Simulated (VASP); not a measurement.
Input of a VASP 6.6.1 run:

The input INCAR:

```
ALGO = Normal
EDIFF = 1E-6
ENCUT = 520
GGA = PE
ISIF = 2
ISMEAR = 0
LASPH = T
LCHARG = F
LREAL = F
LWAVE = F
NBANDS = 32
NELM = 100
PREC = Accurate
SIGMA = 0.1
```

KPOINTS

```
k-points
0
Gamma
  12 12 4
```

POSCAR

```
Nb2Br3
1.0
    4.1658476691      0.0000000000      0.0000000000
   -2.0829238346      3.6077299097      0.0000000000
    0.0000000000      0.0000000000      9.0885537653
Nb Br
2 3
Direct
    0.3333333333      0.6666666667      0.1018756627
    0.6666666667      0.3333333333      0.8981243373
    0.0000000000      0.0000000000      0.0000000000
    0.3333333333      0.6666666667      0.7066757180
    0.6666666667      0.3333333333      0.2933242820
```

Potentials or basis: VASP PAW PBE potentials, release 64 (Nb_sv, Br).

The run is started by

```console
$ cat potpaw_PBE.64/Nb_sv/POTCAR potpaw_PBE.64/Br/POTCAR > POTCAR
$ mpirun -np 1 vasp_std > vasp.out
```

What does it give for the pressure?

-0.1 GPa.

What does it give for the largest force?

0.008 eV/Å.

Forces in eV/Å, atoms in the order of the input:
```
Nb   0.000  0.000 -0.008
Nb   0.000  0.000  0.008
Br   0.000  0.000  0.000
Br   0.000  0.000  0.003
Br   0.000  0.000 -0.003
```

Caveat: this functional lacks dispersion, which binds layers or chains, so the pressure and a relaxed spacing across them are unreliable; an odd number of electrons without spin polarisation forces a metal; a magnetic or distorted state may lie lower.
